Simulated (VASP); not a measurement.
# Ni (Fm-3m) in VASP: further runs, part 2 of 2

VASP 6.6.1. The steps go on from the part before.

**3. Single point, LDA, collinear spin, ferromagnetic start**

INCAR

```
SYSTEM = Ni
PREC = Accurate
ENCUT = 520
EDIFF = 1E-6
ISMEAR = 0
SIGMA = 0.03
LREAL = .False.
LASPH = .True.
NELM = 150
ALGO = Normal
ISIF = 2
LWAVE = .False.
LCHARG = .False.
ISPIN = 2
MAGMOM = 0.607
LORBIT = 11
LMAXMIX = 4
NBANDS = 15
```

KPOINTS

```
Automatic mesh
0
Gamma
  16 16 16
  0 0 0
```

POSCAR

```
Ni
1.0
    0.0000000000      1.7124646296      1.7124646296
    1.7124646296      0.0000000000      1.7124646296
    1.7124646296      1.7124646296      0.0000000000
Ni
1
Direct
    0.0000000000      0.0000000000      0.0000000000
```

Potentials or basis: VASP PAW LDA potentials, release 64 (Ni).

Command:

```sh
cat potpaw_LDA.64/Ni/POTCAR > POTCAR
mpirun -np 1 vasp_std > vasp.out
```

OUTCAR:

```text
SYSTEM = Ni
   PREC = Accurate
   ENCUT = 520
   EDIFF = 1E-6
   ISMEAR = 0
   LREAL = .False.
   LASPH = .True.
   NELM = 150
   ISIF = 2
   ISPIN = 2
   LORBIT = 11

 ion  position               nearest neighbor table
   1  0.000  0.000  0.000-

  LATTYP: Found a face centered cubic cell.
 ALAT       =     3.4249292592

  Lattice vectors:

 A1 = (   0.0000000000,   1.7124646296,   1.7124646296)
 A2 = (   1.7124646296,   0.0000000000,   1.7124646296)
 A3 = (   1.7124646296,   1.7124646296,   0.0000000000)

Analysis of symmetry for initial positions (statically):
=====================================================================
 Subroutine PRICEL returns:
 Original cell was already a primitive cell.

 Routine SETGRP: Setting up the symmetry group for a
 face centered cubic supercell.

 Subroutine GETGRP returns: Found 48 space group operations
 (whereof 48 operations were pure point group operations)
 out of a pool of 48 trial point group operations.

The static configuration has the point symmetry O_h .

Analysis of symmetry for dynamics (positions and initial velocities):
=====================================================================
 Subroutine PRICEL returns:
 Original cell was already a primitive cell.

 Routine SETGRP: Setting up the symmetry group for a
 face centered cubic supercell.

 Subroutine GETGRP returns: Found 48 space group operations
 (whereof 48 operations were pure point group operations)
 out of a pool of 48 trial point group operations.

The dynamic configuration has the point symmetry O_h .

Analysis of structural, dynamic, and magnetic symmetry:
=====================================================================
 Subroutine PRICEL returns:
 Original cell was already a primitive cell.

 Routine SETGRP: Setting up the symmetry group for a
 face centered cubic supercell.

 Subroutine GETGRP returns: Found 48 space group operations
 (whereof 48 operations were pure point group operations)
 out of a pool of 48 trial point group operations.

The overall configuration has the point symmetry O_h .

 Subroutine INISYM returns: Found 48 space group operations
 (whereof 48 operations are pure point group operations),
 and found     1 'primitive' translations

----------------------------------------------------------------------------------------

                                     Primitive cell

  volume of cell :      10.0437

  direct lattice vectors                    reciprocal lattice vectors
     0.000000000  1.712464630  1.712464630    -0.291976833  0.291976833  0.291976833
     1.712464630  0.000000000  1.712464630     0.291976833 -0.291976833  0.291976833
     1.712464630  1.712464630  0.000000000     0.291976833  0.291976833 -0.291976833

  length of vectors
     2.421790704  2.421790704  2.421790704     0.505718710  0.505718710  0.505718710

  position of ions in fractional coordinates (direct lattice)
     0.000000000  0.000000000  0.000000000

  ion indices of the primitive-cell ions
   primitive index   ion index
                 1           1

----------------------------------------------------------------------------------------

 KPOINTS: Automatic mesh

Automatic generation of k-mesh.
 Grid dimensions read from file:
 generate k-points for:   16   16   16

 Generating k-lattice:

  Cartesian coordinates                     Fractional coordinates (reciprocal lattice)
    -0.018248552  0.018248552  0.018248552     0.062500000  0.000000000  0.000000000
     0.018248552 -0.018248552  0.018248552     0.000000000  0.062500000  0.000000000
     0.018248552  0.018248552 -0.018248552     0.000000000  0.000000000  0.062500000
[... 73 lines left out ...]
   EFERMI_NEDOS =   21; number of points for ismear=-14 and -15
   IALGO  =     38    algorithm
   IMIX   =      4    mixing-type and parameters
     AMIX     =   0.40;   BMIX     =  1.00
     AMIX_MAG =   1.60;   BMIX_MAG =  1.00
  volume/ion in A,a.u.               =      10.04        67.78
  Fermi-wavevector in a.u.,A,eV,Ry     =   1.634719  3.089172 36.358952  2.672308
  Thomas-Fermi vector in A             =   2.726312
   LORBIT       =     11    0 simple, 1 ext, 2 COOP (PROOUT), +10 PAW based schemes
   GGA     = CA    functional components
   LHFCALC =     F    Hartree Fock is set to
   AEXX    =    0.0000 exact exchange contribution
   IVDW    =     0    specifies the selected vdW correction
   LEPSILON=     F    determine dielectric tensor
   LRPA    =     F    only Hartree local field effects (RPA)
 spin polarized calculation
 Gauss-broadening in eV      SIGMA  =   0.03
  energy-cutoff  :      520.00
  volume of cell :       10.04
 maximum number of plane-waves:       290
 NGX is ok and might be reduce to    18
   NGX =  9   NGY =  9   NGZ =  9

 number of electron      10.0000000 magnetization       0.6070000

 number of electron       9.9999990 magnetization       0.5682358

 Free energy of the ion-electron system (eV)
  ---------------------------------------------------
  ext. energy  EPLUGINS =         0.00000000
  ---------------------------------------------------
  free energy    TOTEN  =        -6.58210974 eV

  energy without entropy =       -6.58135835  energy(sigma->0) =       -6.58173405

 E-fermi :  10.2231     XC(G=0): -14.0929

 val. band max:       10.2201157604   @ k =   0.5000   0.4375   0.0000
 cond. band min:      10.2233278086   @ k =  -0.4375   0.5000   0.0625
 fundamental gap:      0.0032120482
 Fermi energy:        10.2231121244

 spin component 1

 k-point     1 :       0.0000    0.0000    0.0000
  band No.  band energies     occupation
      1       0.6641      1.00000
      2       7.6668      1.00000
      3       7.6668      1.00000
      4       7.6668      1.00000
      5       8.9602      1.00000
      6       8.9602      1.00000
      7      34.6638      0.00000
      8      39.0604      0.00000
      9      39.0604      0.00000
     10      39.0604      0.00000
     11      42.3235      0.00000
     12      42.3235      0.00000
     13      42.3235      0.00000
     14      45.2867      0.00000
[... 403 lines left out ...]
      4       7.7817      1.00000
      5       8.8632      1.00000
      6       8.9770      1.00000
      7      33.4762      0.00000
      8      35.4066      0.00000
      9      37.7044      0.00000
     10      39.6686      0.00000
     11      42.4399      0.00000
     12      42.4845      0.00000
     13      45.4696      0.00000
     14      48.1664      0.00000
     15      48.3760      0.00000

 [... further k-points ...]

 spin component 2

 k-point     1 :       0.0000    0.0000    0.0000
  band No.  band energies     occupation
      1       0.7081      1.00000
      2       8.2491      1.00000
      3       8.2491      1.00000
      4       8.2491      1.00000
      5       9.4944      1.00000
      6       9.4944      1.00000
      7      34.6539      0.00000
      8      39.1051      0.00000
      9      39.1051      0.00000
     10      39.1051      0.00000
     11      42.4872      0.00000
     12      42.4872      0.00000
     13      42.4872      0.00000
     14      45.2692      0.00000
[... 403 lines left out ...]
      4       8.3650      1.00000
      5       9.3927      1.00000
      6       9.5122      1.00000
      7      33.5411      0.00000
      8      35.4862      0.00000
      9      37.7575      0.00000
     10      39.7162      0.00000
     11      42.5161      0.00000
     12      42.6436      0.00000
     13      45.5462      0.00000
     14      48.3361      0.00000
     15      48.4254      0.00000

 [... further k-points ...]

------------------------ aborting loop because EDIFF is reached ----------------------------------------

  FORCE on cell =-STRESS in cart. coord.  units (eV):
  Direction    XX          YY          ZZ          XY          YZ          ZX
  --------------------------------------------------------------------------------------
  -------------------------------------------------------------------------------------
  Total       -0.0436328     -0.0436328     -0.0436328      0.0000000     -0.0000000     -0.0000000
  in kB       -6.9603127     -6.9603127     -6.9603127      0.0000000     -0.0000000     -0.0000000
  external PRESSURE =      -6.9603127 kB  Pullay stress =       0.0000000 kB

 VOLUME and BASIS-vectors are now :
 -----------------------------------------------------------------------------
  energy-cutoff  :      520.00
  volume of cell :       10.04
      direct lattice vectors                 reciprocal lattice vectors
     0.000000000  1.712464630  1.712464630    -0.291976833  0.291976833  0.291976833
     1.712464630  0.000000000  1.712464630     0.291976833 -0.291976833  0.291976833
     1.712464630  1.712464630  0.000000000     0.291976833  0.291976833 -0.291976833

 POSITION                                       TOTAL-FORCE (eV/Angst)
 -----------------------------------------------------------------------------------
      0.00000      0.00000      0.00000         0.000000      0.000000      0.000000
 -----------------------------------------------------------------------------------
    total drift:                                0.000000     -0.000000     -0.000000

  FREE ENERGIE OF THE ION-ELECTRON SYSTEM (eV)
  ---------------------------------------------------
  free  energy   TOTEN  =        -6.5821097394 eV

  energy  without entropy=       -6.5813583516  energy(sigma->0) =       -6.58173405

 total charge

# of ion       s       p       d       tot
------------------------------------------
    1        0.534   0.571   8.368   9.473

 magnetization (x)

# of ion       s       p       d       tot
------------------------------------------
    1       -0.005  -0.018   0.592   0.569
```

OSZICAR:

```text
N       E                     dE             d eps       ncg     rms          rms(c)
DAV:   1     0.321061752855E+02    0.32106E+02   -0.41837E+03  9230   0.881E+02
DAV:   2    -0.626585165904E+01   -0.38372E+02   -0.35784E+02  9904   0.166E+02
DAV:   3    -0.768979965803E+01   -0.14239E+01   -0.14131E+01 10520   0.313E+01
DAV:   4    -0.769750323553E+01   -0.77036E-02   -0.77022E-02 10891   0.219E+00
DAV:   5    -0.769757529766E+01   -0.72062E-04   -0.72062E-04 10766   0.192E-01    0.110E+01
DAV:   6    -0.689010269623E+01    0.80747E+00   -0.13223E+01 12588   0.410E+01    0.547E+00
DAV:   7    -0.660598265248E+01    0.28412E+00   -0.20305E+00 11034   0.147E+01    0.213E+00
DAV:   8    -0.658512027951E+01    0.20862E-01   -0.25129E-02 11558   0.107E+00    0.902E-01
DAV:   9    -0.658276697830E+01    0.23533E-02   -0.12397E-03 14370   0.202E-01    0.261E-01
DAV:  10    -0.658211127759E+01    0.65570E-03   -0.57918E-04 14476   0.123E-01    0.352E-02
DAV:  11    -0.658210964554E+01    0.16320E-05   -0.68309E-06 10655   0.206E-02    0.223E-02
DAV:  12    -0.658210973942E+01   -0.93884E-07   -0.55663E-06 10955   0.134E-02
   1 F= -.65821097E+01 E0= -.65817340E+01  d E =-.751388E-03  mag=     0.5689
```

stdout:

```text
POSCAR found type information on POSCAR Ni
 POSCAR found :  1 types and       1 ions
 scaLAPACK will be used
 LDA part: xc-table for (Slater(with rela. corr.)+CA(PZ))
 , standard interpolation
 POSCAR, INCAR and KPOINTS ok, starting setup
 FFT: planning ... GRIDC
 FFT: planning ... GRID_SOFT
 FFT: planning ... GRID
 WAVECAR not read
 entering main loop
```

Run time: 38 s. Hardware: 1 thread of Intel Xeon Platinum 8488C (Sapphire Rapids), shared host; peak memory 0.14 GiB.

Results:

```yaml
Free_energy: -6.5821 eV
Pressure: -0.7 GPa
Net_moment: 0.57 μB per cell
Site_moments: Ni +0.57 μB
Valence_electrons_inside_the_program's_atomic_spheres: Ni 9.47
```
